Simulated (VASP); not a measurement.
# BaTiO3 (Pm-3m) in VASP: a series of runs

BaTiO3 is run at these levels: PBEsol; tasks: single point.

All numbers are computed with VASP 6.6.1; they aren't measurements. Logs are shortened: lines on timing, memory, paths and dates and some standing lists are left out, and cuts for length are marked.

## (1) The cell of the first run

Symmetry: Pm-3m, No. 221, cubic system. Conventional cell: a = 3.956 Å, b = 3.956 Å, c = 3.956 Å, α = 90.00°, β = 90.00°, γ = 90.00°. Ba (site symmetry m-3m) has 12 O at 2.80 Å and 8 Ti at 3.43 Å within 3.7 Å. Within 2.6 Å of Ti (site symmetry m-3m) lie 6 O at 1.98 Å. Within 2.6 Å of O (site symmetry 4/mmm) lie 2 Ti at 1.98 Å.

## (2) Single point, PBEsol

INCAR

```
PREC = Accurate ; ENCUT = 910
EDIFF = 1E-6 ; ISMEAR = -1
SIGMA = 0.05 ; LREAL = False
LASPH = True ; NELM = 120
ALGO = Normal ; ISIF = 2
LWAVE = False ; LCHARG = True
GGA = PS ; LELF = True
LVHAR = True ; NBANDS = 28
GGA_COMPAT = False
```

KPOINTS

```
regular mesh
0
Gamma
  7 7 7
```

POSCAR

```
BaTiO3
1.0
    3.9555620803      0.0000000000      0.0000000000
    0.0000000000      3.9555620803      0.0000000000
    0.0000000000      0.0000000000      3.9555620803
Ba Ti O
1 1 3
Direct
    0.5000000000      0.5000000000      0.5000000000
    0.0000000000      0.0000000000      0.0000000000
    0.0000000000      0.0000000000      0.5000000000
    0.0000000000      0.5000000000      0.0000000000
    0.5000000000      0.0000000000      0.0000000000
```

Potentials or basis: VASP PAW PBE potentials, release 64 (Ba_sv, Ti_sv, O_h).

Launch:

```
> cat potpaw_PBE.64/Ba_sv/POTCAR potpaw_PBE.64/Ti_sv/POTCAR potpaw_PBE.64/O_h/POTCAR > POTCAR
> mpirun -np 1 vasp_std > vasp.out
```

OUTCAR:

```text
PREC = Accurate
   ENCUT = 910
   EDIFF = 1E-6
   ISMEAR = -1
   LREAL = False
   LASPH = True
   NELM = 120
   ISIF = 2
   GGA = PS

 ion  position               nearest neighbor table
   1  0.500  0.500  0.500-   3 2.80   4 2.80   5 2.80   4 2.80   5 2.80   3 2.80   5 2.80   5 2.80
                             3 2.80   4 2.80   4 2.80   3 2.80   2 3.43   2 3.43   2 3.43   2 3.43
   2  0.000  0.000  0.000-   3 1.98   4 1.98   5 1.98   3 1.98   4 1.98   5 1.98   1 3.43   1 3.43
                             1 3.43   1 3.43   1 3.43   1 3.43   1 3.43   1 3.43
   3  0.000  0.000  0.500-   2 1.98   2 1.98   1 2.80   1 2.80   1 2.80   1 2.80
   4  0.000  0.500  0.000-   2 1.98   2 1.98   1 2.80   1 2.80   1 2.80   1 2.80
   5  0.500  0.000  0.000-   2 1.98   2 1.98   1 2.80   1 2.80   1 2.80   1 2.80

  LATTYP: Found a simple cubic cell.
 ALAT       =     3.9555620803

  Lattice vectors:

 A1 = (   3.9555620803,   0.0000000000,   0.0000000000)
 A2 = (   0.0000000000,   3.9555620803,   0.0000000000)
 A3 = (   0.0000000000,   0.0000000000,   3.9555620803)

Analysis of symmetry for initial positions (statically):
=====================================================================
 Subroutine PRICEL returns:
 Original cell was already a primitive cell.

 Routine SETGRP: Setting up the symmetry group for a
 simple cubic supercell.

 Subroutine GETGRP returns: Found 48 space group operations
 (whereof 48 operations were pure point group operations)
 out of a pool of 48 trial point group operations.

The static configuration has the point symmetry O_h .

Analysis of symmetry for dynamics (positions and initial velocities):
=====================================================================
 Subroutine PRICEL returns:
 Original cell was already a primitive cell.

 Routine SETGRP: Setting up the symmetry group for a
 simple cubic supercell.

 Subroutine GETGRP returns: Found 48 space group operations
 (whereof 48 operations were pure point group operations)
 out of a pool of 48 trial point group operations.

The dynamic configuration has the point symmetry O_h .

 Subroutine INISYM returns: Found 48 space group operations
 (whereof 48 operations are pure point group operations),
 and found     1 'primitive' translations

----------------------------------------------------------------------------------------

                                     Primitive cell

  volume of cell :      61.8906
[... 90 lines left out ...]
   EDIFF  = 0.1E-05   stopping-criterion for ELM
   LREAL  =      F    real-space projection
   EDIFFG = 0.1E-04   stopping-criterion for IOM
   NSW    =      0    number of steps for IOM
   IBRION =     -1    ionic relax: 0-MD 1-quasi-New 2-CG
   NFREE  =      0    steps in history (QN), initial steepest desc. (CG)
   ISIF   =      2    stress and relaxation
   ISYM   =      2    0-nonsym 1-usesym 2-fastsym
   POTIM  = 0.5000    time-step for ionic-motion
   TEBEG  =    0.0;   TEEND  =   0.0 temperature during run
   PSTRESS=    0.0 pullay stress
   NELECT =      40.0000    total number of electrons
   NUPDOWN=      -1.0000    fix difference up-down
   EMIN   =  10.00;   EMAX   =-10.00  energy-range for DOS
   EFERMI =   0.00;   METHOD = LEGACY
   ISMEAR =    -1;   SIGMA  =   0.05  broadening in eV -4-tet -1-fermi 0-gaus
   EFERMI_NEDOS =   21; number of points for ismear=-14 and -15
   IALGO  =     38    algorithm
   IMIX   =      4    mixing-type and parameters
     AMIX     =   0.40;   BMIX     =  1.00
     AMIX_MAG =   1.60;   BMIX_MAG =  1.00
  volume/ion in A,a.u.               =      12.38        83.53
  Fermi-wavevector in a.u.,A,eV,Ry     =   1.415424  2.674764 27.258262  2.003426
  Thomas-Fermi vector in A             =   2.536864
   LORBIT       =      0    0 simple, 1 ext, 2 COOP (PROOUT), +10 PAW based schemes
   GGA     = PS    functional components
   LHFCALC =     F    Hartree Fock is set to
   AEXX    =    0.0000 exact exchange contribution
   IVDW    =     0    specifies the selected vdW correction
   LEPSILON=     F    determine dielectric tensor
   LRPA    =     F    only Hartree local field effects (RPA)
 non-spin polarized calculation
  energy-cutoff  :      910.00
  volume of cell :       61.89
 maximum number of plane-waves:      3887
 NGX is ok and might be reduce to    40
   NGX = 19   NGY = 19   NGZ = 19

 number of electron      40.0000012 magnetization

 Free energy of the ion-electron system (eV)
  ---------------------------------------------------
  ext. energy  EPLUGINS =         0.00000000
  ---------------------------------------------------
  free energy    TOTEN  =       -41.98476933 eV

  energy without entropy =      -41.98476932  energy(sigma->0) =      -41.98476933

 E-fermi :   5.2224     XC(G=0): -11.7099

 val. band max:        4.2729063717   @ k =   0.4286   0.4286   0.4286
 cond. band min:       6.1070244999   @ k =   0.0000   0.0000   0.0000
 fundamental gap:      1.8341181282
 Fermi energy:         5.2224050115

 k-point     1 :       0.0000    0.0000    0.0000
  band No.  band energies     occupation
      1     -51.8793      2.00000
      2     -28.2243      2.00000
      3     -28.2243      2.00000
      4     -28.2243      2.00000
      5     -20.3431      2.00000
      6     -12.5535      2.00000
[... 609 lines left out ...]
     27      12.3107      0.00000
     28      12.3107      0.00000

------------------------ aborting loop because EDIFF is reached ----------------------------------------

  FORCE on cell =-STRESS in cart. coord.  units (eV):
  Direction    XX          YY          ZZ          XY          YZ          ZX
  --------------------------------------------------------------------------------------
  -------------------------------------------------------------------------------------
  Total        1.4554295      1.4554295      1.4554295     -0.0000000      0.0000000     -0.0000000
  in kB       37.6770729     37.6770729     37.6770729     -0.0000000      0.0000000     -0.0000000
  external PRESSURE =      37.6770729 kB  Pullay stress =       0.0000000 kB

 VOLUME and BASIS-vectors are now :
 -----------------------------------------------------------------------------
  energy-cutoff  :      910.00
  volume of cell :       61.89
      direct lattice vectors                 reciprocal lattice vectors
     3.955562080  0.000000000  0.000000000     0.252808572  0.000000000  0.000000000
     0.000000000  3.955562080  0.000000000     0.000000000  0.252808572  0.000000000
     0.000000000  0.000000000  3.955562080     0.000000000  0.000000000  0.252808572

 POSITION                                       TOTAL-FORCE (eV/Angst)
 -----------------------------------------------------------------------------------
      1.97778      1.97778      1.97778         0.000000      0.000000      0.000000
      0.00000      0.00000      0.00000         0.000000      0.000000      0.000000
      0.00000      0.00000      1.97778         0.000000      0.000000      0.000000
      0.00000      1.97778      0.00000         0.000000      0.000000      0.000000
      1.97778      0.00000      0.00000         0.000000      0.000000      0.000000
 -----------------------------------------------------------------------------------
    total drift:                                0.000000      0.000000     -0.000000

  FREE ENERGIE OF THE ION-ELECTRON SYSTEM (eV)
  ---------------------------------------------------
  free  energy   TOTEN  =       -41.9847693267 eV

  energy  without entropy=      -41.9847693249  energy(sigma->0) =      -41.98476933
```

OSZICAR:

```text
N       E                     dE             d eps       ncg     rms          rms(c)
DAV:   1     0.592521068103E+03    0.59252E+03   -0.28363E+04  1120   0.233E+03
DAV:   2     0.593389272344E+02   -0.53318E+03   -0.50722E+03  1172   0.539E+02
DAV:   3    -0.458701511731E+02   -0.10521E+03   -0.99414E+02  1564   0.194E+02
DAV:   4    -0.519182758630E+02   -0.60481E+01   -0.60219E+01  1408   0.472E+01
DAV:   5    -0.521339888489E+02   -0.21571E+00   -0.21553E+00  1708   0.849E+00    0.237E+01
DAV:   6    -0.420954493500E+02    0.10039E+02   -0.51558E+01  1632   0.657E+01    0.981E+00
DAV:   7    -0.421104728590E+02   -0.15024E-01   -0.84605E+00  1544   0.203E+01    0.695E+00
DAV:   8    -0.419805562289E+02    0.12992E+00   -0.10340E+00  1356   0.943E+00    0.251E+00
DAV:   9    -0.420026885792E+02   -0.22132E-01   -0.21757E-01  1448   0.307E+00    0.120E+00
DAV:  10    -0.419873802524E+02    0.15308E-01   -0.96920E-02  1444   0.268E+00    0.516E-01
DAV:  11    -0.419849336560E+02    0.24466E-02   -0.13572E-02  1756   0.938E-01    0.109E-01
DAV:  12    -0.419847975968E+02    0.13606E-03   -0.20162E-03  1388   0.440E-01    0.703E-02
DAV:  13    -0.419847735406E+02    0.24056E-04   -0.16064E-04  1408   0.958E-02    0.202E-02
DAV:  14    -0.419847696372E+02    0.39034E-05   -0.70333E-05  1400   0.465E-02    0.117E-02
DAV:  15    -0.419847693267E+02    0.31051E-06   -0.45782E-06  1144   0.147E-02
   1 F= -.41984769E+02 E0= -.41984769E+02  d E =-.176250E-08
```

Run time: 35 s. Hardware: 1 thread of Intel Xeon 6975P-C (Granite Rapids), shared host; peak memory 0.29 GiB.

What came out:

- Free energy: -41.9848 eV
- Pressure: 3.8 GPa
- Band gap on the k mesh: 1.83 eV, indirect (least direct gap 1.88 eV)

Caveat: the cutoff is under 1.25 times the usual one of these potentials, so pressure, stress and relaxed cells hold a basis-set (Pulay) error; the PAW data sets were made with another functional, which shifts forces and pressure a little; spin-orbit coupling is left out, which moves the levels of the heavy elements.

## (3) Single point, PBEsol

This run uses another cell than the first one, of 12.86 Å³/atom, 1.039 times its volume.

INCAR

```
PREC     = Accurate       # precision mode
ENCUT    = 910            # plane-wave cutoff, eV
EDIFF    = 1E-6           # SCF threshold, eV
ISMEAR   = -1             # smearing method
SIGMA    = 0.05           # smearing width, eV
LREAL    = False          # projectors in reciprocal space
LASPH    = True           # aspherical terms in the spheres
NELM     = 120            # most SCF steps
ALGO     = Normal         # electronic algorithm
ISIF     = 2              # what is computed and relaxed
LWAVE    = False          # write WAVECAR
LCHARG   = True           # write CHGCAR
GGA      = PS             # functional
LELF     = True           # ELF
LVHAR    = True         
NBANDS   = 28             # bands
GGA_COMPAT= False
```

KPOINTS is that of step 2.

POSCAR: that of step 2 with these lines changed.

```diff
@@ -2,5 +2,5 @@
 1.0
-    3.9555620803      0.0000000000      0.0000000000
-    0.0000000000      3.9555620803      0.0000000000
-    0.0000000000      0.0000000000      3.9555620803
+    4.0060000000      0.0000000000      0.0000000000
+    0.0000000000      4.0060000000      0.0000000000
+    0.0000000000      0.0000000000      4.0060000000
 Ba Ti O
```

Potentials or basis: VASP PAW PBE potentials, release 64 (Ba_sv, Ti_sv, O_h).

Launch:

```
> cat potpaw_PBE.64/Ba_sv/POTCAR potpaw_PBE.64/Ti_sv/POTCAR potpaw_PBE.64/O_h/POTCAR > POTCAR
> mpirun -np 1 vasp_std > vasp.out
```

Wall time 59 s (1 thread of AMD EPYC 9R14 (Zen 4), shared host); peak memory 0.26 GiB.

Results (log left out):

```yaml
Free_energy: -41.9940 eV
Pressure: -3.1 GPa
Band_gap_on_the_k_mesh: 1.76 eV, indirect (least direct gap 1.84 eV)
```

Levels at points of the mesh, in eV from the valence-band top:
```csv
k point,band 18,band 19,band 20,band 21,band 22,band 23
"(0.00, 0.00, 0.00)",-0.08,-0.08,-0.08,1.76,1.76,1.76
```

Caveat: the cutoff is under 1.25 times the usual one of these potentials, so pressure, stress and relaxed cells hold a basis-set (Pulay) error; the PAW data sets were made with another functional, which shifts forces and pressure a little; spin-orbit coupling is left out, which moves the levels of the heavy elements. A k mesh can miss the band edges.

## (4) Single point, PBEsol

This run uses another cell than the first one, of 13.11 Å³/atom, 1.060 times its volume.

INCAR

```
  PREC = Accurate
  ENCUT = 910
  EDIFF = 1E-6
  ISMEAR = -1
  SIGMA = 0.05
  LREAL = False
  LASPH = True
  NELM = 120
  ALGO = Normal
  ISIF = 2
  LWAVE = False
  LCHARG = True
  GGA = PS
  LELF = True
  LVHAR = True
  NBANDS = 28
  GGA_COMPAT = False
```

KPOINTS

```
Automatic mesh
0
Gamma
  7 7 7
```

POSCAR: that of step 3 with these lines changed.

```diff
@@ -2,5 +2,5 @@
 1.0
-    4.0060000000      0.0000000000      0.0000000000
-    0.0000000000      4.0060000000      0.0000000000
-    0.0000000000      0.0000000000      4.0060000000
+    4.0325305745      0.0000000000      0.0000000000
+    0.0000000000      4.0325305745      0.0000000000
+    0.0000000000      0.0000000000      4.0325305745
 Ba Ti O
```

Launch:

```
> cat potpaw_PBE.64/Ba_sv/POTCAR potpaw_PBE.64/Ti_sv/POTCAR potpaw_PBE.64/O_h/POTCAR > POTCAR
> mpirun -np 1 vasp_std > vasp.out
```

It took 50 s on 1 thread of AMD EPYC 9R45 (Zen 5), shared host; peak memory 0.26 GiB.

The run converged. Its results:

| Item | Value |
| --- | --- |
| Free energy | -41.9595 eV |
| Pressure | -6.3 GPa |
| Band gap on the k mesh | 1.72 eV, indirect (least direct gap 1.82 eV) |

Levels at points of the mesh, in eV from the valence-band top:
```tsv
k point	band 17	band 18	band 19	band 20	band 21	band 22	band 23	band 24
(0.00, 0.00, 0.00)	-1.01	-0.10	-0.10	-0.10	1.72	1.72	1.72	3.85
```

Caveat: the cutoff is under 1.25 times the usual one of these potentials, so pressure, stress and relaxed cells hold a basis-set (Pulay) error; the PAW data sets were made with another functional, which shifts forces and pressure a little; spin-orbit coupling is left out, which moves the levels of the heavy elements.

## (5) Single point, PBEsol

This run uses another cell than the first one, of 13.37 Å³/atom, 1.080 times its volume.

INCAR

```
SYSTEM = BaTiO3
PREC = Accurate
ENCUT = 910
EDIFF = 1E-6
ISMEAR = -1
SIGMA = 0.05
LREAL = .False.
LASPH = .True.
NELM = 120
ALGO = Normal
ISIF = 2
LWAVE = .False.
LCHARG = .False.
GGA = PS
NBANDS = 28
GGA_COMPAT = .False.
```

KPOINTS

```
regular mesh
0
Gamma
  7 7 7
  0 0 0
```

POSCAR: that of step 4 with these lines changed.

```diff
@@ -2,5 +2,5 @@
 1.0
-    4.0325305745      0.0000000000      0.0000000000
-    0.0000000000      4.0325305745      0.0000000000
-    0.0000000000      0.0000000000      4.0325305745
+    4.0587165717      0.0000000000      0.0000000000
+    0.0000000000      4.0587165717      0.0000000000
+    0.0000000000      0.0000000000      4.0587165717
 Ba Ti O
```

Launch:

```
> cat potpaw_PBE.64/Ba_sv/POTCAR potpaw_PBE.64/Ti_sv/POTCAR potpaw_PBE.64/O_h/POTCAR > POTCAR
> mpirun -np 1 vasp_std > vasp.out
```

Run time: 61 s. Hardware: 1 thread of Intel Xeon Platinum 8488C (Sapphire Rapids), shared host; peak memory 0.29 GiB.

It converged, with:

```yaml
Free_energy: -41.9012 eV
Pressure: -9.1 GPa
Band_gap_on_the_k_mesh: 1.68 eV, indirect (least direct gap 1.80 eV)
```

Levels at points of the mesh, in eV from the valence-band top:
| k point | band 16 | band 17 | band 18 | band 19 | band 20 | band 21 | band 22 | band 23 | band 24 | band 25 |
| --- | --- | --- | --- | --- | --- | --- | --- | --- | --- | --- |
| (0.00, 0.00, 0.00) | -0.99 | -0.99 | -0.12 | -0.12 | -0.12 | 1.68 | 1.68 | 1.68 | 3.72 | 3.72 |

Caveat: the cutoff is under 1.25 times the usual one of these potentials, so pressure, stress and relaxed cells hold a basis-set (Pulay) error; the PAW data sets were made with another functional, which shifts forces and pressure a little; spin-orbit coupling is left out, which moves the levels of the heavy elements. A k mesh can miss the band edges.

## (6) The runs side by side

```tsv
cell	gap on the mesh (eV)	pressure (GPa)
a = 3.956 Å, 5 atoms	1.83	3.8
a = 4.006 Å, 5 atoms	1.76	-3.1
a = 4.033 Å, 5 atoms	1.72	-6.3
a = 4.059 Å, 5 atoms	1.68	-9.1
```

Alike in all rows: task single point; level PBEsol; potentials or basis VASP PAW PBE potentials, release 64 (Ba_sv, Ti_sv, O_h); no spin polarisation; k mesh 7 × 7 × 7; cutoff (eV) 910; smearing fermi-dirac 0.05 eV.

Caveats: the cutoff is under 1.25 times the usual one of these potentials, so pressure, stress and relaxed cells hold a basis-set (Pulay) error; the PAW data sets were made with another functional, which shifts forces and pressure a little; spin-orbit coupling is left out, which moves the levels of the heavy elements.

Total energies depend on the potentials used, so only differences within one code and one set of settings carry meaning.
